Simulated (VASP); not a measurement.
Runs of VASP 6.6.1 on NaI. The structure is that of space group Fm-3m (No. 225), or close to it. The cells are those of the table. 

```csv
level,cell,k mesh,gap on the mesh (eV),pressure (GPa)
r2SCAN,"a = 4.657 Å, angles 60.0°, 2 atoms",6 × 6 × 6,4.29,(a)
r2SCAN,"a = 4.568 Å, angles 60.0°, 2 atoms",6 × 6 × 6,4.46,-0.1
r2SCAN,"a = 4.521 Å, angles 60.0°, 2 atoms",6 × 6 × 6,4.55,(b)
PBE,"a = 4.567 Å, angles 60.0°, 2 atoms",6 × 6 × 6,3.66,0.6
r2SCAN,"a = 4.568 Å, angles 60.0°, 2 atoms",8 × 8 × 8,4.46,-0.1
```

Alike in all rows: task single point; potentials or basis VASP PAW PBE potentials, release 64 (Na_pv, I); no spin polarisation; cutoff (eV) 520; smearing gaussian 0.01 eV.

Q: Estimate the missing entries.

A: (a) -0.9; (b) 0.5.

Caveats: spin-orbit coupling is left out, which moves the levels of the heavy elements; the PAW data sets were made with another functional, which shifts forces and pressure a little (at least some runs).

A k mesh can miss the band edges, and the runs leave out spin-orbit coupling on I.
